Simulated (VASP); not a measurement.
Here is a VASP 6.6.1 calculation.

Contents of INCAR:

```
ALGO = Normal ; EDIFF = 1E-6
EDIFFG = -0.04 ; ENCUT = 600
GGA = PE ; IBRION = 2
ISIF = 3 ; ISMEAR = 0
LASPH = True ; LCHARG = False
LREAL = False ; LWAVE = False
NELM = 60 ; NSW = 90
PREC = Accurate ; SIGMA = 0.1
```

The input KPOINTS:

```
k-points
0
Gamma
  6 6 4
```

File POSCAR:

```
Li3AgB5
1.0
    4.6930712100      0.0000000000      0.0000000000
   -2.3465356000      4.0643188900      0.0000000000
    0.0000000000      0.0000000000      4.8580934600
Li Ag B
3 1 5
Direct
    0.5000000000      0.0000000000      0.5000000000
    0.0000000000      0.5000000000      0.5000000000
    0.5000000000      0.5000000000      0.5000000000
    0.0000000000      0.0000000000      0.0000000000
    0.3333333300      0.6666666700      0.1729424000
    0.6666666700      0.3333333300      0.1729424000
    0.6666666700      0.3333333300      0.8270576000
    0.3333333300      0.6666666700      0.8270576000
    0.0000000000      0.0000000000      0.5000000000
```

Potentials or basis: VASP PAW PBE potentials, release 64 (Li_sv, Ag, B).

Command:

```console
$ cat potpaw_PBE.64/Li_sv/POTCAR potpaw_PBE.64/Ag/POTCAR potpaw_PBE.64/B/POTCAR > POTCAR
$ mpirun -np 1 vasp_std > vasp.out
```

Q: Predict the relaxed volume.

A: 10.51 Å³/atom.

Q: Predict the space group after relaxing (to 0.05 Å).

A: P6/mmm (No. 191).

Final structure:
```
CELL_PARAMETERS angstrom
4.52960 0.00000 0.00000
-2.26480 3.92275 0.00000
0.00000 0.00000 5.32347
ATOMIC_POSITIONS crystal
Li 0.50000 0.00000 0.50000
Li 0.00000 0.50000 0.50000
Li 0.50000 0.50000 0.50000
Ag 0.00000 0.00000 0.00000
B 0.33333 0.66667 0.15265
B 0.66667 0.33333 0.15265
B 0.66667 0.33333 0.84735
B 0.33333 0.66667 0.84735
B 0.00000 0.00000 0.50000
```

Caveat: the cutoff is under 1.25 times the usual one of these potentials, so pressure, stress and relaxed cells hold a basis-set (Pulay) error.
